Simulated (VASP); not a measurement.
MnO2, 3 atoms in the cell. It takes space group P-3m1 (No. 164, trigonal). Conventional cell: a = 2.857 Å, b = 2.857 Å, c = 4.601 Å, α = 90.00°, β = 90.00°, γ = 120.00°. Mn (site symmetry -3m) has 6 O at 1.90 Å within 2.5 Å. Within 2.6 Å of O (site symmetry 3m) lie 3 Mn at 1.90 Å and 3 O at 2.51 Å. 

```yaml
Program: VASP 6.6.1
Task: relaxation of cell and atoms
Functional: PBE
Dispersion: D4
Potentials_or_basis: VASP PAW PBE potentials, release 64 (Mn_pv, O)
Cutoff: 600 eV
k_mesh: 11 × 11 × 6
Occupations: fermi-dirac, width 0.05 eV
Spin: collinear spin, ferromagnetic start
Starting_moments: "[4.0, 0.0, 0.0] μB"
Dipole_correction: no
Further_INCAR_settings: ALGO = Normal; EDIFF = 1e-06; IBRION = 2; EDIFFG = -0.01; NSW = 60; ISIF = 3
```

Potentials or basis: VASP PAW PBE potentials, release 64 (Mn_pv, O).

Launch:

```sh
$ cat potpaw_PBE.64/Mn_pv/POTCAR potpaw_PBE.64/O/POTCAR > POTCAR
$ mpirun -np 1 vasp_std > vasp.out
```

Hardware: 1 thread of Intel(R) Xeon(R) 6975P-C (Granite Rapids), with other jobs on the host.

Task: How long does it take, and how much memory?

Result: Run time: 11 min on 1 thread of Intel(R) Xeon(R) 6975P-C (Granite Rapids), with other jobs on the host, peak memory 0.25 GiB. Counts: scf iterations 103, k points 84, ion steps 12.
